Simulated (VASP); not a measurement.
Here is a VASP 6.6.1 calculation.

The input INCAR:

```
SYSTEM = MnO
  PREC = Accurate
  ENCUT = 700
  EDIFF = 1E-6
  ISMEAR = -1
  SIGMA = 0.05
  LREAL = .False.
  LASPH = .True.
  NELM = 200
  ALGO = Normal
  ISIF = 2
  LWAVE = .False.
  LCHARG = .False.
  ISPIN = 2
  MAGMOM = 4 0
  LORBIT = 11
  LMAXMIX = 4
  GGA = PE
  NBANDS = 22
  GGA_COMPAT = .False.
```

KPOINTS

```
Automatic mesh
0
Gamma
  10 10 9
  0 0 0
```

POSCAR

```
MnO
1.0
    3.0277259098      0.0000000000      0.0000000000
   -1.5138629600      2.6220875493      0.0000000000
    0.0000000000      0.0000000000      2.9549104844
Mn O
1 1
Direct
    0.0000000000      0.0000000000      0.0000000000
    0.6666666667      0.3333333333      0.5000000000
```

Potentials or basis: VASP PAW PBE potentials, release 64 (Mn_sv, O).

Command:

```sh
$ cat potpaw_PBE.64/Mn_sv/POTCAR potpaw_PBE.64/O/POTCAR > POTCAR
$ mpirun -np 1 vasp_std > vasp.out
```

Question: What does it give for the net moment?

Answer: 4.94 μB per cell.

Question: Estimate the site moments.

Answer: Mn +4.23; O +0.22 μB.

Question: Estimate the pressure.

Answer: -6.7 GPa.

Stress tensor (GPa, compression positive):
```
 -0.78   0.00   0.00
  0.00  -0.78   0.00
  0.00   0.00 -18.66
```

Caveat: the stress differs along the axes, from -19 to -1 GPa; a cell with one magnetic atom can't hold antiferromagnetic order, which such compounds often take.
